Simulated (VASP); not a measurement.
Crystal: Re.

```
Re
1.0
     2.57080    0.00000    0.00000
     0.00000    2.57080    0.00000
     0.00000    0.00000    2.57080
Re
1
Direct
  0.00000 0.00000 0.00000
```

Base run:

```yaml
Program: VASP 6.6.1
Functional: r2SCAN
Potentials_or_basis: VASP PAW PBE potentials, release 64 (Re_sv_GW)
Cutoff: 550 eV
k_mesh: 7 × 7 × 7
Occupations: fermi-dirac, width 0.05 eV
Spin: no spin polarisation
```

Its results: pressure -1.7 GPa.

Question: The run is repeated on the same cell with these changes: potentials or basis from VASP PAW PBE potentials, release 64 (Re_sv_GW) to VASP PAW PBE potentials, release 64 (Re); cutoff from 550 eV to 520 eV; further incar settings from ALGO = Normal; EDIFF = 1e-06; NBANDS = 14 to ALGO = Normal; EDIFF = 1e-07; NBANDS = 10; valence electrons from 15 to 7. What comes out?

Answer: Pressure -0.9 GPa.

Caveats: the PAW data sets were made with another functional, which shifts forces and pressure a little.
